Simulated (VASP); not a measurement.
# Zn (R-3m) in VASP: further runs

Zn is run at these levels: PBE; tasks: single point.

Program: VASP 6.6.1. These are calculated values, not measurements. Logs are shortened: lines on timing, memory, paths and dates and some standing lists are left out, and cuts for length are marked.

## (1) The cell of the first run

Symmetry: R-3m, No. 166, trigonal system. The conventional cell has a = 3.113 Å, b = 3.113 Å, c = 5.129 Å, α = 90.00°, β = 90.00°, γ = 120.00°. Within 3.3 Å of Zn (site symmetry -3m) lie 12 Zn at 2.48 to 3.11 Å.

## (2) Single point, PBE (14.35 Å³/atom)

INCAR

```
PREC = Accurate ; ENCUT = 520
EDIFF = 1E-7 ; ISMEAR = 0
SIGMA = 0.15 ; LREAL = False
LASPH = True ; NELM = 60
ALGO = Fast ; ISIF = 2
LWAVE = False ; LCHARG = False
GGA = PE ; NBANDS = 12
```

KPOINTS

```
Automatic mesh
0
Gamma
  22 22 22
```

POSCAR

```
Zn
1.0
   -0.4806622392      1.7208441998      1.7208441998
    1.7208441998     -0.4806622392      1.7208441998
    1.7208441998      1.7208441998     -0.4806622392
Zn
1
Direct
    0.0000000000      0.0000000000      0.0000000000
```

Potentials or basis: VASP PAW PBE potentials, release 64 (Zn).

Started as:

```console
$ cat potpaw_PBE.64/Zn/POTCAR > POTCAR
$ mpirun -np 1 vasp_std > vasp.out
```

OUTCAR:

```text
PREC = Accurate
   ENCUT = 520
   EDIFF = 1E-7
   ISMEAR = 0
   LREAL = False
   LASPH = True
   NELM = 60
   ISIF = 2
   GGA = PE

 ion  position               nearest neighbor table
   1  0.000  0.000  0.000-

  LATTYP: Found a trigonal (rhomboedric) cell.
 ALAT       =     2.4806542903
 COS(alpha) =     0.2123968732

  Lattice vectors:

 A1 = (  -0.4806622392,   1.7208441998,   1.7208441998)
 A2 = (   1.7208441998,  -0.4806622392,   1.7208441998)
 A3 = (   1.7208441998,   1.7208441998,  -0.4806622392)

Analysis of symmetry for initial positions (statically):
=====================================================================
 Subroutine PRICEL returns:
 Original cell was already a primitive cell.

 Routine SETGRP: Setting up the symmetry group for a
 trigonal (rhombohedral) supercell.

 Subroutine GETGRP returns: Found 12 space group operations
 (whereof 12 operations were pure point group operations)
 out of a pool of 12 trial point group operations.

The static configuration has the point symmetry D_3d.

Analysis of symmetry for dynamics (positions and initial velocities):
=====================================================================
 Subroutine PRICEL returns:
 Original cell was already a primitive cell.

 Routine SETGRP: Setting up the symmetry group for a
 trigonal (rhombohedral) supercell.

 Subroutine GETGRP returns: Found 12 space group operations
 (whereof 12 operations were pure point group operations)
 out of a pool of 12 trial point group operations.

The dynamic configuration has the point symmetry D_3d.

 Subroutine INISYM returns: Found 12 space group operations
 (whereof 12 operations are pure point group operations),
 and found     1 'primitive' translations

----------------------------------------------------------------------------------------

                                     Primitive cell

  volume of cell :      14.3510

  direct lattice vectors                    reciprocal lattice vectors
    -0.480662239  1.720844200  1.720844200    -0.190249360  0.263985059  0.263985059
     1.720844200 -0.480662239  1.720844200     0.263985059 -0.190249360  0.263985059
     1.720844200  1.720844200 -0.480662239     0.263985059  0.263985059 -0.190249360

  length of vectors
     2.480654290  2.480654290  2.480654290     0.419011983  0.419011983  0.419011983

  position of ions in fractional coordinates (direct lattice)
     0.000000000  0.000000000  0.000000000

  ion indices of the primitive-cell ions
   primitive index   ion index
                 1           1

----------------------------------------------------------------------------------------

 KPOINTS: Automatic mesh

Automatic generation of k-mesh.
 Grid dimensions read from file:
 generate k-points for:   22   22   22

 Generating k-lattice:

  Cartesian coordinates                     Fractional coordinates (reciprocal lattice)
    -0.008647698  0.011999321  0.011999321     0.045454545  0.000000000  0.000000000
     0.011999321 -0.008647698  0.011999321     0.000000000  0.045454545  0.000000000
     0.011999321  0.011999321 -0.008647698     0.000000000  0.000000000  0.045454545

  Length of vectors
     0.019045999  0.019045999  0.019045999

  Shift w.r.t. Gamma in fractional coordinates (k-lattice)
     0.000000000  0.000000000  0.000000000

 Subroutine IBZKPT returns following result:
 ===========================================

 Found   1024 irreducible k-points:

 Following reciprocal coordinates:
            Coordinates               Weight
  0.000000  0.000000  0.000000      1.000000
  0.045455  0.000000 -0.000000      6.000000
  0.090909  0.000000 -0.000000      6.000000
  0.136364  0.000000  0.000000      6.000000
  0.181818  0.000000  0.000000      6.000000
  0.227273  0.000000 -0.000000      6.000000
[... 16 lines left out ...]
  0.500000  0.045455 -0.000000     12.000000
 -0.454545  0.045455  0.000000     12.000000
 [... further k-points ...]
   k-points           NKPTS =   1024   k-points in BZ     NKDIM =   1024   number of bands    NBANDS=     12
   number of dos      NEDOS =    301   number of ions     NIONS =      1
   total plane-waves  NPLWV =   5832
   dimension x,y,z NGX =    18 NGY =   18 NGZ =   18
   dimension x,y,z NGXF=    36 NGYF=   36 NGZF=   36
   ions per type =               1
   NGX,Y,Z   is equivalent  to a cutoff of  12.06, 12.06, 12.06 a.u.
   NGXF,Y,Z  is equivalent  to a cutoff of  24.13, 24.13, 24.13 a.u.
 SYSTEM =  unknown system
   PREC   = accura    normal or accurate (medium, high low for compatibility)
   ISTART =      0    job   : 0-new  1-cont  2-samecut
   ICHARG =      2    charge: 1-file 2-atom 10-const
   ISPIN  =      1    spin polarized calculation?
   LNONCOLLINEAR =      F non collinear calculations
   LSORBIT =      F    spin-orbit coupling
   LASPH  =      T    aspherical Exc in radial PAW
   ENCUT  =  520.0 eV  38.22 Ry    6.18 a.u.   4.61  4.61  4.61*2*pi/ulx,y,z
   NELM   =     60;   NELMIN=  2; NELMDL= -5     # of ELM steps
   EDIFF  = 0.1E-06   stopping-criterion for ELM
   LREAL  =      F    real-space projection
   EDIFFG = 0.1E-05   stopping-criterion for IOM
   NSW    =      0    number of steps for IOM
   IBRION =     -1    ionic relax: 0-MD 1-quasi-New 2-CG
   NFREE  =      0    steps in history (QN), initial steepest desc. (CG)
   ISIF   =      2    stress and relaxation
   ISYM   =      2    0-nonsym 1-usesym 2-fastsym
   POTIM  = 0.5000    time-step for ionic-motion
   TEBEG  =    0.0;   TEEND  =   0.0 temperature during run
   PSTRESS=    0.0 pullay stress
   NELECT =      12.0000    total number of electrons
   NUPDOWN=      -1.0000    fix difference up-down
   EMIN   =  10.00;   EMAX   =-10.00  energy-range for DOS
   EFERMI =   0.00;   METHOD = LEGACY
   ISMEAR =     0;   SIGMA  =   0.15  broadening in eV -4-tet -1-fermi 0-gaus
   EFERMI_NEDOS =   21; number of points for ismear=-14 and -15
   IALGO  =     68    algorithm
   IMIX   =      4    mixing-type and parameters
     AMIX     =   0.40;   BMIX     =  1.00
     AMIX_MAG =   1.60;   BMIX_MAG =  1.00
  volume/ion in A,a.u.               =      14.35        96.85
  Fermi-wavevector in a.u.,A,eV,Ry     =   1.542320  2.914562 32.364877  2.378751
  Thomas-Fermi vector in A             =   2.648141
   LORBIT       =      0    0 simple, 1 ext, 2 COOP (PROOUT), +10 PAW based schemes
   GGA     = PE    functional components
   LHFCALC =     F    Hartree Fock is set to
   AEXX    =    0.0000 exact exchange contribution
   IVDW    =     0    specifies the selected vdW correction
   LEPSILON=     F    determine dielectric tensor
   LRPA    =     F    only Hartree local field effects (RPA)
 non-spin polarized calculation
 RMM-DIIS sequential band-by-band and
 Gauss-broadening in eV      SIGMA  =   0.15
  energy-cutoff  :      520.00
  volume of cell :       14.35
 maximum number of plane-waves:       402
   NGX =  9   NGY =  9   NGZ =  9

 number of electron      12.0000028 magnetization

 Free energy of the ion-electron system (eV)
  ---------------------------------------------------
  ext. energy  EPLUGINS =         0.00000000
  ---------------------------------------------------
  free energy    TOTEN  =        -0.83352105 eV

  energy without entropy =       -0.83006532  energy(sigma->0) =       -0.83179319

 E-fermi :   3.3088     XC(G=0): -11.8126

 val. band max:        3.3005119074   @ k =  -0.4545   0.2273   0.2273
 cond. band min:       3.3116138974   @ k =  -0.1818   0.4091   0.0455
 fundamental gap:      0.0111019900
 Fermi energy:         3.3087917055

 k-point     1 :       0.0000    0.0000    0.0000
  band No.  band energies     occupation
      1      -7.3480      2.00000
      2      -5.0941      2.00000
      3      -5.0941      2.00000
      4      -3.7381      2.00000
      5      -3.7380      2.00000
      6      -3.7380      2.00000
      7      18.4635      0.00000
      8      18.4635      0.00000
      9      18.8058      0.00000
     10      21.5913      0.00000
     11      21.5913      0.00000
     12      25.1661      0.00000

 k-point     2 :       0.0455    0.0000   -0.0000
  band No.  band energies     occupation
      1      -7.2919      2.00000
      2      -5.0913      2.00000
      3      -5.0810      2.00000
      4      -3.7456      2.00000
      5      -3.7436      2.00000
      6      -3.7381      2.00000
      7      17.4698      0.00000
      8      18.4742      0.00000
      9      18.7330      0.00000
     10      21.6860      0.00000
     11      22.4819      0.00000
     12      25.5151      0.00000

 k-point     3 :       0.0909    0.0000   -0.0000
  band No.  band energies     occupation
      1      -7.1256      2.00000
      2      -5.0831      2.00000
      3      -5.0409      2.00000
      4      -3.7675      2.00000
      5      -3.7590      2.00000
      6      -3.7383      2.00000
      7      15.5830      0.00000
      8      18.5109      0.00000
      9      18.8142      0.00000
     10      21.9650      0.00000
     11      23.5527      0.00000
     12      26.7603      0.00000

 k-point     4 :       0.1364    0.0000    0.0000
  band No.  band energies     occupation
      1      -6.8566      2.00000
      2      -5.0709      2.00000
      3      -4.9702      2.00000
      4      -3.8009      2.00000
      5      -3.7812      2.00000
      6      -3.7385      2.00000
      7      13.5993      0.00000
      8      18.5843      0.00000
      9      18.9598      0.00000
     10      22.4150      0.00000
     11      24.2040      0.00000
     12      28.7455      0.00000

 k-point     5 :       0.1818    0.0000    0.0000
  band No.  band energies     occupation
      1      -6.5030      2.00000
      2      -5.0567      2.00000
      3      -4.8570      2.00000
      4      -3.8418      2.00000
      5      -3.8054      2.00000
      6      -3.7387      2.00000
      7      11.6468      0.00000
      8      18.7057      0.00000
      9      19.1530      0.00000
     10      23.0207      0.00000
     11      24.7393      0.00000
     12      29.9355      0.00000
[... 228 lines left out ...]
      1      -5.2812      2.00000
      2      -5.0008      2.00000
      3      -4.0540      2.00000
      4      -3.8630      2.00000
      5      -3.7403      2.00000
      6      -2.1527      2.00000
      7       3.4199      0.29504
      8      19.9185      0.00000
      9      20.8697      0.00000
     10      24.1374      0.00000
     11      25.4254      0.00000
     12      26.9850      0.00000

 k-point    22 :       0.4545    0.0455   -0.0000
  band No.  band energies     occupation
      1      -5.2511      2.00000
      2      -5.0028      2.00000
      3      -4.0542      2.00000
      4      -3.8508      2.00000
      5      -3.7410      2.00000
      6      -1.1463      2.00000
      7       2.0261      2.00000
      8      20.2032      0.00000
      9      20.3997      0.00000
     10      24.0769      0.00000
     11      25.6829      0.00000
     12      27.7309      0.00000

 k-point    23 :       0.5000    0.0455   -0.0000
  band No.  band energies     occupation
      1      -5.2445      2.00000
      2      -5.0054      2.00000
      3      -4.0492      2.00000
      4      -3.8416      2.00000
      5      -3.7421      2.00000
      6      -0.2714      2.00000
      7       0.9950      2.00000
      8      19.6955      0.00000
      9      20.5862      0.00000
     10      24.0403      0.00000
     11      26.0094      0.00000
     12      28.8174      0.00000

 k-point    24 :      -0.4545    0.0455    0.0000
  band No.  band energies     occupation
      1      -5.2553      2.00000
      2      -5.0072      2.00000
      3      -4.0390      2.00000
      4      -3.8377      2.00000
      5      -3.7438      2.00000
      6      -0.8178      2.00000
      7       1.6113      2.00000
      8      19.1056      0.00000
      9      20.7185      0.00000
     10      24.1692      0.00000
     11      26.5127      0.00000
     12      29.4210      0.00000

 [... further k-points ...]

------------------------ aborting loop because EDIFF is reached ----------------------------------------

  FORCE on cell =-STRESS in cart. coord.  units (eV):
  Direction    XX          YY          ZZ          XY          YZ          ZX
  --------------------------------------------------------------------------------------
  -------------------------------------------------------------------------------------
  Total        1.4116086      1.4116086      1.4116086      0.4638999      0.4638999      0.4638999
  in kB      157.5951042    157.5951042    157.5951042     51.7908082     51.7908082     51.7908082
  external PRESSURE =     157.5951042 kB  Pullay stress =       0.0000000 kB

 VOLUME and BASIS-vectors are now :
 -----------------------------------------------------------------------------
  energy-cutoff  :      520.00
  volume of cell :       14.35
      direct lattice vectors                 reciprocal lattice vectors
    -0.480662239  1.720844200  1.720844200    -0.190249360  0.263985059  0.263985059
     1.720844200 -0.480662239  1.720844200     0.263985059 -0.190249360  0.263985059
     1.720844200  1.720844200 -0.480662239     0.263985059  0.263985059 -0.190249360

 POSITION                                       TOTAL-FORCE (eV/Angst)
 -----------------------------------------------------------------------------------
      0.00000      0.00000      0.00000         0.000000     -0.000000      0.000000
 -----------------------------------------------------------------------------------
    total drift:                                0.000000     -0.000000      0.000000

  FREE ENERGIE OF THE ION-ELECTRON SYSTEM (eV)
  ---------------------------------------------------
  free  energy   TOTEN  =        -0.8335210458 eV

  energy  without entropy=       -0.8300653247  energy(sigma->0) =       -0.83179319
```

It took 2.8 min on 1 thread of Intel Xeon 8259CL, shared host; peak memory 0.27 GiB.

What came out:

| Item | Value |
| --- | --- |
| Free energy | -0.8335 eV |
| Pressure | 15.8 GPa |
| Band gap on the k mesh | zero (bands 6 and 7 overlap by 5.08 eV) |

Stress tensor (GPa, compression positive):
```
15.76  5.18  5.18
 5.18 15.76  5.18
 5.18  5.18 15.76
```

Levels at points of the mesh, in eV from the Fermi level:
```csv
k point,band 3,band 4,band 5,band 6,band 7,band 8,band 9,band 10
"(0.00, 0.00, 0.00)",-8.40,-7.05,-7.05,-7.05,15.15,15.15,15.50,18.28
"(0.50, 0.00, 0.00)",-7.33,-7.13,-7.05,-3.63,-2.38,17.31,17.32,20.12
"(0.50, 0.50, 0.00)",-7.21,-7.17,-6.62,-0.34,2.99,4.09,8.65,17.02
"(0.50, 0.50, 0.50)",-8.04,-6.63,-6.63,1.32,5.59,9.71,9.71,13.49
```

Caveat: the cell stands under pressure.

## (3) Single point, PBE (14.35 Å³/atom)

INCAR

```
PREC = Accurate ; ENCUT = 520
EDIFF = 1E-6 ; ISMEAR = 0
SIGMA = 0.15 ; LREAL = False
LASPH = True ; NELM = 100
ALGO = Fast ; ISIF = 2
LWAVE = False ; LCHARG = False
GGA = PE ; NBANDS = 12
```

KPOINTS

```
regular mesh
0
Gamma
  22 22 22
```

POSCAR

```
Zn
1.0
    1.1953727183      2.6758937962      2.6758937962
    2.6758937962      1.1953727183      2.6758937962
    2.6758937962      2.6758937962      1.1953727183
Zn
1
Direct
    0.0000000000      0.0000000000      0.0000000000
```

Potentials or basis: VASP PAW PBE potentials, release 64 (Zn).

Started as:

```console
$ cat potpaw_PBE.64/Zn/POTCAR > POTCAR
$ mpirun -np 1 vasp_std > vasp.out
```

OUTCAR:

```text
PREC = Accurate
   ENCUT = 520
   EDIFF = 1E-6
   ISMEAR = 0
   LREAL = False
   LASPH = True
   NELM = 100
   ISIF = 2
   GGA = PE

 ion  position               nearest neighbor table
   1  0.000  0.000  0.000-

  LATTYP: Found a trigonal (rhomboedric) cell.
 ALAT       =     3.9685930949
 COS(alpha) =     0.8608266617

  Lattice vectors:

 A1 = (   1.1953727183,   2.6758937962,   2.6758937962)
 A2 = (   2.6758937962,   1.1953727183,   2.6758937962)
[... 541 lines left out ...]
     12      25.5386      0.00000

 [... further k-points ...]

------------------------ aborting loop because EDIFF is reached ----------------------------------------

  FORCE on cell =-STRESS in cart. coord.  units (eV):
  Direction    XX          YY          ZZ          XY          YZ          ZX
  --------------------------------------------------------------------------------------
  -------------------------------------------------------------------------------------
  Total        8.2591739      8.2591739      8.2591739     -4.1740874     -4.1740874     -4.1740874
  in kB      922.0724133    922.0724133    922.0724133   -466.0043357   -466.0043357   -466.0043357
  external PRESSURE =     922.0724133 kB  Pullay stress =       0.0000000 kB

 VOLUME and BASIS-vectors are now :
 -----------------------------------------------------------------------------
  energy-cutoff  :      520.00
  volume of cell :       14.35
      direct lattice vectors                 reciprocal lattice vectors
     1.195372718  2.675893796  2.675893796    -0.399379254  0.276058614  0.276058614
     2.675893796  1.195372718  2.675893796     0.276058614 -0.399379254  0.276058614
     2.675893796  2.675893796  1.195372718     0.276058614  0.276058614 -0.399379254

 POSITION                                       TOTAL-FORCE (eV/Angst)
 -----------------------------------------------------------------------------------
      0.00000      0.00000      0.00000        -0.000000      0.000000     -0.000000
 -----------------------------------------------------------------------------------
    total drift:                                0.000000     -0.000000     -0.000000

  FREE ENERGIE OF THE ION-ELECTRON SYSTEM (eV)
  ---------------------------------------------------
  free  energy   TOTEN  =         1.0312496576 eV

  energy  without entropy=        1.0341951787  energy(sigma->0) =        1.03272242
```

OSZICAR:

```text
N       E                     dE             d eps       ncg     rms          rms(c)
DAV:   1     0.481125107248E+02    0.48113E+02   -0.67149E+03 25348   0.164E+03
DAV:   2     0.246404943221E+01   -0.45648E+02   -0.43462E+02 25520   0.233E+02
DAV:   3     0.798925059229E+00   -0.16651E+01   -0.16628E+01 28808   0.431E+01
DAV:   4     0.793703622784E+00   -0.52214E-02   -0.52212E-02 26448   0.235E+00
DAV:   5     0.793699420208E+00   -0.42026E-05   -0.42028E-05 28508   0.648E-02    0.886E+00
RMM:   6     0.981988658501E+00    0.18829E+00   -0.25255E-01 30473   0.695E+00    0.513E+00
RMM:   7     0.102406733740E+01    0.42079E-01   -0.14827E-02 29991   0.149E+00    0.167E+00
RMM:   8     0.103106684843E+01    0.69995E-02   -0.63874E-03 29974   0.950E-01    0.129E-01
RMM:   9     0.103116811274E+01    0.10126E-03   -0.90803E-04 29905   0.440E-01    0.102E-01
RMM:  10     0.103125159273E+01    0.83480E-04   -0.19532E-04 32169   0.177E-01    0.211E-02
RMM:  11     0.103124962071E+01   -0.19720E-05   -0.16346E-05 29908   0.386E-02    0.187E-02
RMM:  12     0.103124792158E+01   -0.16991E-05   -0.12295E-05 31401   0.475E-02    0.134E-02
RMM:  13     0.103124953839E+01    0.16168E-05   -0.25337E-06 20413   0.228E-02    0.336E-03
RMM:  14     0.103124965765E+01    0.11926E-06   -0.72313E-08 15535   0.352E-03
   1 F= 0.10312497E+01 E0= 0.10327224E+01  d E =-.294552E-02
```

Run time: 15 min. Hardware: 1 thread of Intel Xeon 8259CL, shared host; peak memory 0.32 GiB.

Results:

| Item | Value |
| --- | --- |
| Free energy | 1.0312 eV |
| Pressure | 92.2 GPa |
| Band gap on the k mesh | zero (bands 6 and 7 overlap by 9.09 eV) |

Caveat: the cell stands under pressure.

(Continued in part 2 of 2.)
